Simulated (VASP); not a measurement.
# Ge (Cmmm) in VASP: further runs

Runs on Ge. Level: PBE. Tasks: single point.

Program: VASP 6.6.1. These are calculated values, not measurements. Logs are shortened: lines on timing, memory, paths and dates and some standing lists are left out, and cuts for length are marked.

**1. The cell of the first run**

It takes space group Cmmm (No. 65, orthorhombic). Conventional cell: a = 7.050 Å, b = 14.591 Å, c = 4.195 Å, α = 90.00°, β = 90.00°, γ = 90.00°. Ge (site symmetry m) has 4 Ge at 2.57 to 2.61 Å within 3.4 Å. Within 3.4 Å of Ge (site symmetry m) lie 4 Ge at 2.57 to 2.59 Å.

**2. Single point, PBE (26.97 Å³/atom)**

File INCAR:

```
ALGO = Fast
EDIFF = 1E-6
ENCUT = 520
GGA = PE
ISIF = 2
ISMEAR = 0
LASPH = True
LCHARG = True
LELF = True
LREAL = False
LVHAR = True
LWAVE = False
NBANDS = 66
NELM = 60
PREC = Accurate
SIGMA = 0.1
```

File KPOINTS:

```
k-points
0
Gamma
  6 6 10
```

File POSCAR:

```
Ge
1.0
    3.5251637174     -7.2954117723      0.0000000000
    3.5251637174      7.2954117723      0.0000000000
    0.0000000000      0.0000000000      4.1952494547
Ge
8
Direct
    0.1475716393      0.4828551181      0.0000000000
    0.8524283607      0.5171448819      0.0000000000
    0.5171448819      0.8524283607      0.0000000000
    0.4828551181      0.1475716393      0.0000000000
    0.9059558613      0.7284324639      0.5000000000
    0.0940441387      0.2715675361      0.5000000000
    0.2715675361      0.0940441387      0.5000000000
    0.7284324639      0.9059558613      0.5000000000
```

Potentials or basis: VASP PAW PBE potentials, release 64 (Ge_d).

On the command line:

```console
> cat potpaw_PBE.64/Ge_d/POTCAR > POTCAR
> mpirun -np 1 vasp_std > vasp.out
```

OUTCAR:

```text
EDIFF = 1E-6
   ENCUT = 520
   GGA = PE
   ISIF = 2
   ISMEAR = 0
   LASPH = True
   LREAL = False
   NELM = 60
   PREC = Accurate

 ion  position               nearest neighbor table
   1  0.148  0.483  0.000-   6 2.57   6 2.57   2 2.57   3 2.61
   2  0.852  0.517  0.000-   5 2.57   5 2.57   1 2.57   4 2.61
   3  0.517  0.852  0.000-   8 2.57   8 2.57   4 2.57   1 2.61
   4  0.483  0.148  0.000-   7 2.57   7 2.57   3 2.57   2 2.61
   5  0.906  0.728  0.500-   2 2.57   2 2.57   7 2.58   8 2.59
   6  0.094  0.272  0.500-   1 2.57   1 2.57   8 2.58   7 2.59
   7  0.272  0.094  0.500-   4 2.57   4 2.57   5 2.58   6 2.59
   8  0.728  0.906  0.500-   3 2.57   3 2.57   6 2.58   5 2.59

  LATTYP: Found a base centered orthorhombic cell.
 ALAT       =     7.0503274348
 B/A-ratio  =     2.0695242426
 C/A-ratio  =     0.5950432081

  Lattice vectors:

 A1 = (   3.5251637174,  -7.2954117723,   0.0000000000)
 A2 = (   3.5251637174,   7.2954117723,   0.0000000000)
 A3 = (   0.0000000000,   0.0000000000,   4.1952494547)

Analysis of symmetry for initial positions (statically):
=====================================================================
 Subroutine PRICEL returns:
 Original cell was already a primitive cell.

 Routine SETGRP: Setting up the symmetry group for a
 base centered orthorhombic supercell.

 Subroutine GETGRP returns: Found  8 space group operations
 (whereof  8 operations were pure point group operations)
 out of a pool of  8 trial point group operations.

The static configuration has the point symmetry D_2h.

Analysis of symmetry for dynamics (positions and initial velocities):
=====================================================================
 Subroutine PRICEL returns:
 Original cell was already a primitive cell.

 Routine SETGRP: Setting up the symmetry group for a
 base centered orthorhombic supercell.

 Subroutine GETGRP returns: Found  8 space group operations
 (whereof  8 operations were pure point group operations)
 out of a pool of  8 trial point group operations.

The dynamic configuration has the point symmetry D_2h.

 Subroutine INISYM returns: Found  8 space group operations
 (whereof  8 operations are pure point group operations),
 and found     1 'primitive' translations

----------------------------------------------------------------------------------------

                                     Primitive cell

  volume of cell :     215.7828

  direct lattice vectors                    reciprocal lattice vectors
     3.525163717 -7.295411772  0.000000000     0.141837384 -0.068536227  0.000000000
     3.525163717  7.295411772  0.000000000     0.141837384  0.068536227  0.000000000
     0.000000000  0.000000000  4.195249455     0.000000000  0.000000000  0.238364848

  length of vectors
     8.102457168  8.102457168  4.195249455     0.157527959  0.157527959  0.238364848

  position of ions in fractional coordinates (direct lattice)
     0.147571639  0.482855118  0.000000000
     0.852428361  0.517144882  0.000000000
     0.517144882  0.852428361  0.000000000
     0.482855118  0.147571639  0.000000000
     0.905955861  0.728432464  0.500000000
     0.094044139  0.271567536  0.500000000
     0.271567536  0.094044139  0.500000000
     0.728432464  0.905955861  0.500000000

  ion indices of the primitive-cell ions
   primitive index   ion index
                 1           1
                 2           2
                 3           3
                 4           4
                 5           5
                 6           6
                 7           7
                 8           8

----------------------------------------------------------------------------------------

 KPOINTS: k-points

Automatic generation of k-mesh.
 Grid dimensions read from file:
 generate k-points for:    6    6   10

 Generating k-lattice:

  Cartesian coordinates                     Fractional coordinates (reciprocal lattice)
     0.023639564 -0.011422705  0.000000000     0.166666667 -0.000000000  0.000000000
     0.023639564  0.011422705  0.000000000    -0.000000000  0.166666667  0.000000000
     0.000000000  0.000000000  0.023836485     0.000000000  0.000000000  0.100000000

  Length of vectors
     0.026254660  0.026254660  0.023836485

  Shift w.r.t. Gamma in fractional coordinates (k-lattice)
     0.000000000  0.000000000  0.000000000

 Subroutine IBZKPT returns following result:
 ===========================================

 Found     78 irreducible k-points:

 Following reciprocal coordinates:
            Coordinates               Weight
  0.000000  0.000000  0.000000      1.000000
  0.166667 -0.000000  0.000000      4.000000
  0.333333 -0.000000  0.000000      4.000000
  0.500000 -0.000000  0.000000      2.000000
  0.166667  0.166667  0.000000      2.000000
  0.333333  0.166667  0.000000      4.000000
[... 16 lines left out ...]
  0.333333  0.333333  0.100000      4.000000
  0.500000  0.333333  0.100000      8.000000
 [... further k-points ...]
   k-points           NKPTS =     78   k-points in BZ     NKDIM =     78   number of bands    NBANDS=     66
   number of dos      NEDOS =    301   number of ions     NIONS =      8
   total plane-waves  NPLWV = 115200
   dimension x,y,z NGX =    60 NGY =   60 NGZ =   32
   dimension x,y,z NGXF=   120 NGYF=  120 NGZF=   64
   ions per type =               8
   NGX,Y,Z   is equivalent  to a cutoff of  12.31, 12.31, 12.68 a.u.
   NGXF,Y,Z  is equivalent  to a cutoff of  24.62, 24.62, 25.36 a.u.
 SYSTEM =  unknown system
   PREC   = accura    normal or accurate (medium, high low for compatibility)
   ISTART =      0    job   : 0-new  1-cont  2-samecut
   ICHARG =      2    charge: 1-file 2-atom 10-const
   ISPIN  =      1    spin polarized calculation?
   LNONCOLLINEAR =      F non collinear calculations
   LSORBIT =      F    spin-orbit coupling
   LASPH  =      T    aspherical Exc in radial PAW
   ENCUT  =  520.0 eV  38.22 Ry    6.18 a.u.  15.07 15.07  7.80*2*pi/ulx,y,z
   NELM   =     60;   NELMIN=  2; NELMDL= -5     # of ELM steps
   EDIFF  = 0.1E-05   stopping-criterion for ELM
   LREAL  =      F    real-space projection
   EDIFFG = 0.1E-04   stopping-criterion for IOM
   NSW    =      0    number of steps for IOM
   IBRION =     -1    ionic relax: 0-MD 1-quasi-New 2-CG
   NFREE  =      0    steps in history (QN), initial steepest desc. (CG)
   ISIF   =      2    stress and relaxation
   ISYM   =      2    0-nonsym 1-usesym 2-fastsym
   POTIM  = 0.5000    time-step for ionic-motion
   TEBEG  =    0.0;   TEEND  =   0.0 temperature during run
   PSTRESS=    0.0 pullay stress
   NELECT =     112.0000    total number of electrons
   NUPDOWN=      -1.0000    fix difference up-down
   EMIN   =  10.00;   EMAX   =-10.00  energy-range for DOS
   EFERMI =   0.00;   METHOD = LEGACY
   ISMEAR =     0;   SIGMA  =   0.10  broadening in eV -4-tet -1-fermi 0-gaus
   EFERMI_NEDOS =   21; number of points for ismear=-14 and -15
   IALGO  =     68    algorithm
   IMIX   =      4    mixing-type and parameters
     AMIX     =   0.40;   BMIX     =  1.00
     AMIX_MAG =   1.60;   BMIX_MAG =  1.00
  volume/ion in A,a.u.               =      26.97       182.02
  Fermi-wavevector in a.u.,A,eV,Ry     =   1.315655  2.486227 23.550963  1.730947
  Thomas-Fermi vector in A             =   2.445822
   LORBIT       =      0    0 simple, 1 ext, 2 COOP (PROOUT), +10 PAW based schemes
   GGA     = PE    functional components
   LHFCALC =     F    Hartree Fock is set to
   AEXX    =    0.0000 exact exchange contribution
   IVDW    =     0    specifies the selected vdW correction
   LEPSILON=     F    determine dielectric tensor
   LRPA    =     F    only Hartree local field effects (RPA)
 non-spin polarized calculation
 RMM-DIIS sequential band-by-band and
 Gauss-broadening in eV      SIGMA  =   0.10
  energy-cutoff  :      520.00
  volume of cell :      215.78
 maximum number of plane-waves:      5840
   NGX = 31   NGY = 31   NGZ = 15

 number of electron     112.0000050 magnetization

 Free energy of the ion-electron system (eV)
  ---------------------------------------------------
  ext. energy  EPLUGINS =         0.00000000
  ---------------------------------------------------
  free energy    TOTEN  =       -35.42080631 eV

  energy without entropy =      -35.41911934  energy(sigma->0) =      -35.41996282

 E-fermi :   3.4477     XC(G=0):  -9.0738

 val. band max:        3.3992301056   @ k =   0.5000   0.5000   0.0000
 cond. band min:       3.4858768721   @ k =   0.1667   0.1667   0.5000
 fundamental gap:      0.0866467664
 Fermi energy:         3.4477079754

 k-point     1 :       0.0000    0.0000    0.0000
  band No.  band energies     occupation
      1     -21.2584      2.00000
      2     -21.2449      2.00000
      3     -21.2378      2.00000
      4     -21.2312      2.00000
      5     -21.2263      2.00000
      6     -21.2210      2.00000
[... 58 lines left out ...]
     65       7.4747      0.00000
     66       7.7361      0.00000

 k-point     2 :       0.1667   -0.0000    0.0000
  band No.  band energies     occupation
      1     -21.2564      2.00000
      2     -21.2437      2.00000
      3     -21.2366      2.00000
      4     -21.2302      2.00000
      5     -21.2251      2.00000
      6     -21.2234      2.00000
[... 58 lines left out ...]
     65       7.1982      0.00000
     66       7.7799      0.00000

 k-point     3 :       0.3333   -0.0000    0.0000
  band No.  band energies     occupation
      1     -21.2508      2.00000
      2     -21.2403      2.00000
      3     -21.2359      2.00000
      4     -21.2284      2.00000
      5     -21.2276      2.00000
      6     -21.2269      2.00000
[... 1438 lines left out ...]
     65       7.0981      0.00000
     66       7.6610      0.00000

 k-point    24 :       0.5000    0.3333    0.1000
  band No.  band energies     occupation
      1     -21.2544      2.00000
      2     -21.2460      2.00000
      3     -21.2395      2.00000
      4     -21.2353      2.00000
      5     -21.2337      2.00000
      6     -21.2217      2.00000
[... 58 lines left out ...]
     65       7.4956      0.00000
     66       7.7897      0.00000

 [... further k-points ...]

------------------------ aborting loop because EDIFF is reached ----------------------------------------

  FORCE on cell =-STRESS in cart. coord.  units (eV):
  Direction    XX          YY          ZZ          XY          YZ          ZX
  --------------------------------------------------------------------------------------
  -------------------------------------------------------------------------------------
  Total       -5.7716006     -5.7776660     -5.8030894     -0.0000000      0.0000000      0.0000000
  in kB      -42.8538620    -42.8988974    -43.0876647     -0.0000000      0.0000000      0.0000000
  external PRESSURE =     -42.9468080 kB  Pullay stress =       0.0000000 kB

 VOLUME and BASIS-vectors are now :
 -----------------------------------------------------------------------------
  energy-cutoff  :      520.00
  volume of cell :      215.78
      direct lattice vectors                 reciprocal lattice vectors
     3.525163717 -7.295411772  0.000000000     0.141837384 -0.068536227  0.000000000
     3.525163717  7.295411772  0.000000000     0.141837384  0.068536227  0.000000000
     0.000000000  0.000000000  4.195249455     0.000000000  0.000000000  0.238364848

 POSITION                                       TOTAL-FORCE (eV/Angst)
 -----------------------------------------------------------------------------------
      2.22236      2.44603      0.00000         0.000098     -0.000728     -0.000000
      4.82797     -2.44603      0.00000        -0.000098      0.000728      0.000000
      4.82797      2.44603      0.00000        -0.000098     -0.000728      0.000000
      2.22236     -2.44603      0.00000         0.000098      0.000728     -0.000000
      5.76149     -1.29511      2.09762        -0.000833      0.002411      0.000000
      1.28884      1.29511      2.09762         0.000833     -0.002411      0.000000
      1.28884     -1.29511      2.09762         0.000833      0.002411      0.000000
      5.76149      1.29511      2.09762        -0.000833     -0.002411      0.000000
 -----------------------------------------------------------------------------------
    total drift:                                0.000000      0.000000     -0.000000

  FREE ENERGIE OF THE ION-ELECTRON SYSTEM (eV)
  ---------------------------------------------------
  free  energy   TOTEN  =       -35.4208063091 eV

  energy  without entropy=      -35.4191193387  energy(sigma->0) =      -35.41996282
```

Run time: 32 min. Hardware: 1 thread of Oxide Virtual Turin-like, shared host; peak memory 0.78 GiB.

What came out:

| Item | Value |
| --- | --- |
| Free energy | -35.4208 eV |
| Pressure | -4.3 GPa |
| Band gap on the k mesh | zero (filled and empty bands overlap) |

Forces in eV/Å, atoms in the order of the input:
```
Ge   0.000 -0.001  0.000
Ge   0.000  0.001  0.000
Ge   0.000 -0.001  0.000
Ge   0.000  0.001  0.000
Ge  -0.001  0.002  0.000
Ge   0.001 -0.002  0.000
Ge   0.001  0.002  0.000
Ge  -0.001 -0.002  0.000
```

Levels at points of the mesh, in eV from the Fermi level:
```tsv
k point	band 52	band 53	band 54	band 55	band 56	band 57	band 58	band 59	band 60	band 61
(0.00, 0.00, 0.00)	-1.22	-1.18	-0.77	-0.61	-0.49	0.15	0.60	1.03	1.27	2.10
(0.50, 0.00, 0.00)	-1.86	-1.77	-1.34	-1.07	-0.88	0.52	1.07	1.09	1.37	2.17
(0.50, 0.50, 0.00)	-1.97	-1.25	-1.20	-0.05	0.04	0.05	0.58	1.00	1.17	2.81
(0.00, 0.00, 0.50)	-2.34	-2.33	-2.32	-1.28	-1.18	1.29	1.33	2.58	2.84	2.90
(0.50, 0.00, 0.50)	-2.60	-2.02	-1.99	-1.80	-1.23	0.49	0.72	1.25	1.40	1.89
(0.50, 0.50, 0.50)	-2.48	-2.30	-2.17	-2.11	-2.06	0.75	0.96	2.24	2.43	2.56
```

Caveat: the cell stands under tension; semilocal functionals underestimate gaps, and a narrow one can read as zero.

(Continued in part 2 of 2.)

The gap in the log of VASP goes by the Fermi energy; the results here count the filled bands.